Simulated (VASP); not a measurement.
# Pt (I4/mmm) in VASP: notebook

Runs on Pt. Level: r2SCAN. Tasks: single point.

Program: VASP 6.6.1. These are calculated values, not measurements. Logs are shortened: lines on timing, memory, paths and dates and some standing lists are left out, and cuts for length are marked.

## Step 1: The cell of the first run

Symmetry: I4/mmm, No. 139, tetragonal system. The conventional cell has a = 2.807 Å, b = 2.807 Å, c = 3.811 Å, α = 90.00°, β = 90.00°, γ = 90.00°. Pt (site symmetry 4/mmm) has 12 Pt at 2.75 to 2.81 Å within 3.6 Å.

## Step 2: Single point, r2SCAN

Contents of POSCAR:

```
Pt
1.0
    0.0000000000      1.9847238812      1.9053349259
    1.9847238812      0.0000000000      1.9053349259
    1.9847238812      1.9847238812      0.0000000000
Pt
1
Direct
    0.0000000000      0.0000000000      0.0000000000
```

Contents of INCAR.step1:

```
ALGO = Normal
EDIFF = 1E-4
ENCUT = 520
GGA = PE
ISMEAR = 0
LASPH = True
LCHARG = False
LREAL = False
LWAVE = True
NBANDS = 11
NELM = 100
PREC = Accurate
SIGMA = 0.15
```

Contents of INCAR.step2:

```
ALGO = Normal
EDIFF = 1E-6
ENCUT = 520
ISIF = 2
ISMEAR = 0
ISTART = 1
LASPH = True
LCHARG = False
LMIXTAU = True
LREAL = False
LWAVE = False
METAGGA = R2SCAN
NBANDS = 11
NELM = 100
PREC = Accurate
SIGMA = 0.15
```

Contents of KPOINTS:

```
k-points
0
Gamma
  24 24 24
```

Potentials or basis: VASP PAW PBE potentials, release 64 (Pt).

Command:

```
$ cat potpaw_PBE.64/Pt/POTCAR > POTCAR
$ cp INCAR.step1 INCAR
$ mpirun -np 1 vasp_std > vasp.out
$ cp INCAR.step2 INCAR
$ mpirun -np 1 vasp_std > vasp.out
```

OUTCAR:

```text
EDIFF = 1E-6
   ENCUT = 520
   ISIF = 2
   ISMEAR = 0
   ISTART = 1
   LASPH = True
   LREAL = False
   METAGGA = R2SCAN
   NELM = 100
   PREC = Accurate

 ion  position               nearest neighbor table
   1  0.000  0.000  0.000-

  LATTYP: Found a body centered tetragonal cell.
 ALAT       =     2.8068234304
 C/A-ratio  =     1.3576450198

  Lattice vectors:

 A1 = (   0.0000000000,  -1.9847238812,  -1.9053349259)
 A2 = (   0.0000000000,   1.9847238812,  -1.9053349259)
 A3 = (   1.9847238812,   0.0000000000,   1.9053349259)

Analysis of symmetry for initial positions (statically):
=====================================================================
 Subroutine PRICEL returns:
 Original cell was already a primitive cell.

 Routine SETGRP: Setting up the symmetry group for a
 body centered tetragonal supercell.

 Subroutine GETGRP returns: Found 16 space group operations
 (whereof 16 operations were pure point group operations)
 out of a pool of 16 trial point group operations.

The static configuration has the point symmetry D_4h.

Analysis of symmetry for dynamics (positions and initial velocities):
=====================================================================
 Subroutine PRICEL returns:
 Original cell was already a primitive cell.

 Routine SETGRP: Setting up the symmetry group for a
 body centered tetragonal supercell.

 Subroutine GETGRP returns: Found 16 space group operations
 (whereof 16 operations were pure point group operations)
 out of a pool of 16 trial point group operations.

The dynamic configuration has the point symmetry D_4h.

 Subroutine INISYM returns: Found 16 space group operations
 (whereof 16 operations are pure point group operations),
 and found     1 'primitive' translations

----------------------------------------------------------------------------------------

                                     Primitive cell

  volume of cell :      15.0107

  direct lattice vectors                    reciprocal lattice vectors
     0.000000000  1.984723881  1.905334926    -0.251924212  0.251924212  0.262421054
     1.984723881  0.000000000  1.905334926     0.251924212 -0.251924212  0.262421054
     1.984723881  1.984723881  0.000000000     0.251924212  0.251924212 -0.262421054

  length of vectors
     2.751259723  2.751259723  2.806823430     0.442488900  0.442488900  0.442488900

  position of ions in fractional coordinates (direct lattice)
     0.000000000  0.000000000  0.000000000

[... 81 lines left out ...]
   ISIF   =      2    stress and relaxation
   ISYM   =      2    0-nonsym 1-usesym 2-fastsym
   POTIM  = 0.5000    time-step for ionic-motion
   TEBEG  =    0.0;   TEEND  =   0.0 temperature during run
   PSTRESS=    0.0 pullay stress
   NELECT =      10.0000    total number of electrons
   NUPDOWN=      -1.0000    fix difference up-down
   EMIN   =  10.00;   EMAX   =-10.00  energy-range for DOS
   EFERMI =   0.00;   METHOD = LEGACY
   ISMEAR =     0;   SIGMA  =   0.15  broadening in eV -4-tet -1-fermi 0-gaus
   EFERMI_NEDOS =   21; number of points for ismear=-14 and -15
   IALGO  =     38    algorithm
   IMIX   =      4    mixing-type and parameters
     AMIX     =   0.40;   BMIX     =  1.00
     AMIX_MAG =   1.60;   BMIX_MAG =  1.00
  volume/ion in A,a.u.               =      15.01       101.30
  Fermi-wavevector in a.u.,A,eV,Ry     =   1.429797  2.701924 27.814648  2.044319
  Thomas-Fermi vector in A             =   2.549712
   LORBIT       =      0    0 simple, 1 ext, 2 COOP (PROOUT), +10 PAW based schemes
   METAGGA = R2SCAN    functional components
   LHFCALC =     F    Hartree Fock is set to
   AEXX    =    0.0000 exact exchange contribution
   IVDW    =     0    specifies the selected vdW correction
   LEPSILON=     F    determine dielectric tensor
   LRPA    =     F    only Hartree local field effects (RPA)
 non-spin polarized calculation
 Gauss-broadening in eV      SIGMA  =   0.15
  energy-cutoff  :      520.00
  volume of cell :       15.01
 maximum number of plane-waves:       428
   NGX = 11   NGY = 11   NGZ = 11

 number of electron      10.0000001 magnetization

 Free energy of the ion-electron system (eV)
  ---------------------------------------------------
  ext. energy  EPLUGINS =         0.00000000
  ---------------------------------------------------
  free energy    TOTEN  =       -51.50031907 eV

  energy without entropy =      -51.48002965  energy(sigma->0) =      -51.49017436

 E-fermi :  11.0878     XC(G=0): -14.6679

 val. band max:       11.0862097663   @ k =  -0.3333   0.2083   0.1667
 cond. band min:      11.0884309867   @ k =   0.4583  -0.0000   0.1250
 fundamental gap:      0.0022212204
 Fermi energy:        11.0878341195

 k-point     1 :       0.0000    0.0000    0.0000
  band No.  band energies     occupation
      1       0.5552      2.00000
      2       7.0099      2.00000
      3       7.0099      2.00000
      4       7.4854      2.00000
      5       9.0577      2.00000
      6       9.6038      2.00000
      7      26.6051      0.00000
      8      31.4166      0.00000
      9      31.4166      0.00000
     10      32.5194      0.00000
     11      37.7056      0.00000
[... 309 lines left out ...]
 k-point    24 :       0.4583    0.0417    0.0000
  band No.  band energies     occupation
      1       3.5454      2.00000
      2       6.9129      2.00000
      3       7.2843      2.00000
      4       9.6597      2.00000
      5      11.2135      0.23613
      6      11.3964      0.00363
      7      18.0698      0.00000
      8      26.4369      0.00000
      9      30.7004      0.00000
     10      31.8607      0.00000
     11      39.7845      0.00000

 [... further k-points ...]

------------------------ aborting loop because EDIFF is reached ----------------------------------------

  FORCE on cell =-STRESS in cart. coord.  units (eV):
  Direction    XX          YY          ZZ          XY          YZ          ZX
  --------------------------------------------------------------------------------------
  -------------------------------------------------------------------------------------
  Total        0.4882003      0.4882003      0.8080522      0.0000000     -0.0000000     -0.0000000
  in kB       52.1083198     52.1083198     86.2478896      0.0000000     -0.0000000     -0.0000000
  external PRESSURE =      63.4881764 kB  Pullay stress =       0.0000000 kB

 VOLUME and BASIS-vectors are now :
 -----------------------------------------------------------------------------
  energy-cutoff  :      520.00
  volume of cell :       15.01
      direct lattice vectors                 reciprocal lattice vectors
     0.000000000  1.984723881  1.905334926    -0.251924212  0.251924212  0.262421054
     1.984723881  0.000000000  1.905334926     0.251924212 -0.251924212  0.262421054
     1.984723881  1.984723881  0.000000000     0.251924212  0.251924212 -0.262421054

 POSITION                                       TOTAL-FORCE (eV/Angst)
 -----------------------------------------------------------------------------------
      0.00000      0.00000      0.00000         0.000000      0.000000      0.000000
 -----------------------------------------------------------------------------------
    total drift:                                0.000000     -0.000000      0.000000

  FREE ENERGIE OF THE ION-ELECTRON SYSTEM (eV)
  ---------------------------------------------------
  free  energy   TOTEN  =       -51.5003190707 eV

  energy  without entropy=      -51.4800296540  energy(sigma->0) =      -51.49017436
```

Run time: 14 min. Hardware: 1 thread of Intel Xeon 8259CL, shared host; peak memory 0.29 GiB.

Results:

| Quantity | Value |
| --- | --- |
| Free energy | -51.5003 eV |
| Pressure | 6.3 GPa |
| Band gap on the k mesh | zero (bands 5 and 6 overlap by 2.59 eV) |

Caveat: the cell stands under pressure; the PAW data sets were made with another functional, which shifts forces and pressure a little; spin-orbit coupling is left out, which moves the levels of the heavy elements.

## Step 3: Single point, r2SCAN

Contents of POSCAR:

```
Pt
1.0
    0.0000000000      1.9263154446      2.0226312169
    1.9263154446      0.0000000000      2.0226312169
    1.9263154446      1.9263154446      0.0000000000
Pt
1
Direct
    0.0000000000      0.0000000000      0.0000000000
```

Contents of INCAR.step1:

```
PREC     = Accurate       # precision mode
ENCUT    = 520            # plane-wave cutoff, eV
ISMEAR   = 0              # smearing method
SIGMA    = 0.15           # smearing width, eV
LREAL    = F              # projectors in reciprocal space
LASPH    = T              # aspherical terms in the spheres
NELM     = 100            # most SCF steps
NBANDS   = 11             # bands
GGA      = PE             # functional
ALGO     = Normal         # electronic algorithm
EDIFF    = 1E-4           # SCF threshold, eV
LWAVE    = T              # write WAVECAR
LCHARG   = F              # write CHGCAR
```

Contents of INCAR.step2:

```
PREC     = Accurate       # precision mode
ENCUT    = 520            # plane-wave cutoff, eV
EDIFF    = 1E-6           # SCF threshold, eV
ISMEAR   = 0              # smearing method
SIGMA    = 0.15           # smearing width, eV
LREAL    = F              # projectors in reciprocal space
LASPH    = T              # aspherical terms in the spheres
NELM     = 100            # most SCF steps
ALGO     = Normal         # electronic algorithm
ISIF     = 2              # what is computed and relaxed
LWAVE    = F              # write WAVECAR
LCHARG   = F              # write CHGCAR
METAGGA  = R2SCAN         # meta-GGA
LMIXTAU  = T            
NBANDS   = 11             # bands
ISTART   = 1
```

Contents of KPOINTS:

```
regular mesh
0
Gamma
  24 24 24
```

Potentials or basis: VASP PAW PBE potentials, release 64 (Pt).

Command:

```
$ cat potpaw_PBE.64/Pt/POTCAR > POTCAR
$ cp INCAR.step1 INCAR
$ mpirun -np 1 vasp_std > vasp.out
$ cp INCAR.step2 INCAR
$ mpirun -np 1 vasp_std > vasp.out
```

OUTCAR:

```text
PREC = Accurate
   ENCUT = 520
   EDIFF = 1E-6
   ISMEAR = 0
   LREAL = F
   LASPH = T
   NELM = 100
   ISIF = 2
   METAGGA = R2SCAN
   ISTART = 1

 ion  position               nearest neighbor table
   1  0.000  0.000  0.000-

  LATTYP: Found a body centered tetragonal cell.
 ALAT       =     2.7242214272
 C/A-ratio  =     1.4849242405

  Lattice vectors:

 A1 = (  -1.9263154446,   0.0000000000,   2.0226312169)
[... 514 lines left out ...]
      8      26.3665      0.00000
      9      31.0632      0.00000
     10      31.6189      0.00000
     11      39.9130      0.00000

 [... further k-points ...]

------------------------ aborting loop because EDIFF is reached ----------------------------------------

  FORCE on cell =-STRESS in cart. coord.  units (eV):
  Direction    XX          YY          ZZ          XY          YZ          ZX
  --------------------------------------------------------------------------------------
  -------------------------------------------------------------------------------------
  Total        0.7940189      0.7940189      0.2361009      0.0000000      0.0000000     -0.0000000
  in kB       84.7500402     84.7500402     25.2003621      0.0000000      0.0000000     -0.0000000
  external PRESSURE =      64.9001475 kB  Pullay stress =       0.0000000 kB

 VOLUME and BASIS-vectors are now :
 -----------------------------------------------------------------------------
  energy-cutoff  :      520.00
  volume of cell :       15.01
      direct lattice vectors                 reciprocal lattice vectors
     0.000000000  1.926315445  2.022631217    -0.259562888  0.259562888  0.247202750
     1.926315445  0.000000000  2.022631217     0.259562888 -0.259562888  0.247202750
     1.926315445  1.926315445  0.000000000     0.259562888  0.259562888 -0.247202750

 POSITION                                       TOTAL-FORCE (eV/Angst)
 -----------------------------------------------------------------------------------
      0.00000      0.00000      0.00000        -0.000000      0.000000     -0.000000
 -----------------------------------------------------------------------------------
    total drift:                                0.000000      0.000000     -0.000000

  FREE ENERGIE OF THE ION-ELECTRON SYSTEM (eV)
  ---------------------------------------------------
  free  energy   TOTEN  =       -51.4964150572 eV

  energy  without entropy=      -51.4761284815  energy(sigma->0) =      -51.48627177
```

OUTCAR.step1:

```text
PREC = Accurate
   ENCUT = 520
   ISMEAR = 0
   LREAL = F
   LASPH = T
[... 553 lines left out ...]

 POSITION                                       TOTAL-FORCE (eV/Angst)
 -----------------------------------------------------------------------------------
      0.00000      0.00000      0.00000         0.000000      0.000000     -0.000000
 -----------------------------------------------------------------------------------
    total drift:                                0.000000      0.000000     -0.000000

  FREE ENERGIE OF THE ION-ELECTRON SYSTEM (eV)
  ---------------------------------------------------
  free  energy   TOTEN  =        -6.0800769355 eV

  energy  without entropy=       -6.0587533872  energy(sigma->0) =       -6.06941516
```

Wall time 11 min (1 thread of Intel Xeon 8259CL, shared host); peak memory 0.29 GiB.

What came out:

```yaml
Free_energy: -51.4964 eV
Pressure: 6.5 GPa
Band_gap_on_the_k_mesh: zero (bands 5 and 6 overlap by 2.66 eV)
```

Caveat: the cell stands under pressure; the PAW data sets were made with another functional, which shifts forces and pressure a little; spin-orbit coupling is left out, which moves the levels of the heavy elements.
